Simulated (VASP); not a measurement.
The system is Na2S.

```xyz
3
Lattice="0.0000 3.2554 3.2554 3.2554 0.0000 3.2554 3.2554 3.2554 0.0000" Properties=species:S:1:pos:R:3 pbc="T T T"
Na    1.6277    1.6277    1.6277
Na    4.8832    4.8832    4.8832
S     0.0000    0.0000    0.0000
```

Base run:

| Property | Result |
| --- | --- |
| Program | VASP 6.6.1 |
| Functional | r2SCAN |
| Potentials or basis | VASP PAW PBE potentials, release 64 (Na_pv, S) |
| Cutoff | 550 eV |
| k mesh | 6 × 6 × 6 |
| Occupations | gaussian, width 0.01 eV |
| Spin | no spin polarisation |

Its results: band gap on the k mesh 3.11 eV; pressure -0.1 GPa.

**Question.** After a change of settings the same cell gave: band gap on the k mesh 3.52 eV; pressure 0.0 GPa. Which change was it?
A. functional from r2SCAN to HSE06; cutoff from 550 eV to 400 eV
B. functional from r2SCAN to PBE; cutoff from 550 eV to 500 eV
C. functional from r2SCAN to PBE; cutoff from 550 eV to 500 eV; k mesh from 6 × 6 × 6 to 8 × 8 × 8

**Answer.** A.

Caveats: the PAW data sets were made with another functional, which shifts forces and pressure a little.
